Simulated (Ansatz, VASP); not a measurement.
# Two plane-wave programs on Pd

```
Pd
1.0
     0.00000    2.90424    2.90424
     2.90424    0.00000    2.90424
     2.90424    2.90424    0.00000
Pd
2
Direct
  0.12500 0.12500 0.12500
  0.87500 0.87500 0.87500
```

Alike in both runs: task single point; functional PBE; k mesh 15 × 15 × 15; occupations fermi-dirac, width 0.05 eV; collinear spin.

|  | VASP | Ansatz |
| --- | --- | --- |
| version | VASP 6.6.1 | Ansatz 0.2.0 |
| potentials or method | VASP PAW PBE potentials, release 64 (Pd), cutoff 520 eV | plane waves (420 eV) with PAW, scalar-relativistic |
| valence electrons in the cell | 20 | 36 |

```csv
,VASP,Ansatz,Ansatz less VASP
net moment per atom (μB),0.47,0.47,0.000
size of the moment on the site where the two differ most (μB),0.46,0.46,-0.002
```

Site moments also hang on the region over which each program counts them. VASP's potentials hold 20 valence electrons a cell and Ansatz's 36, so a difference there can come from the potentials and not from the codes.
